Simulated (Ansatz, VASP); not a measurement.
## V: VASP beside Ansatz

```
V
1.0
     2.29552    0.00000    0.00000
     0.00000    2.29552    0.00000
     0.00000    0.00000   23.80000
V
1
Direct
  0.50000 0.50000 0.29412
```

Alike in both runs: task single point; functional LDA; k mesh 11 × 11 × 1; occupations fermi-dirac, width 0.05 eV; collinear spin.

```csv
,VASP,Ansatz
version,VASP 6.6.1,Ansatz 0.2.0
potentials or method,"VASP PAW LDA potentials, release 64 (V_sv), cutoff 520 eV","all-electron LAPW, scalar-relativistic"
```

|  | VASP | Ansatz | Ansatz less VASP |
| --- | --- | --- | --- |
| gap on the k mesh at the Fermi level (eV) | none | none | - |
| net moment per atom (μB) | 0.00 | 0.00 | 0.000 |

LDA's correlation is that of Perdew and Zunger in VASP and of Perdew and Wang (1992) in Ansatz. A gap of «none» marks a metal or a gap that the smearing closes. Ansatz ran all-electron here, and VASP with PAW potentials.
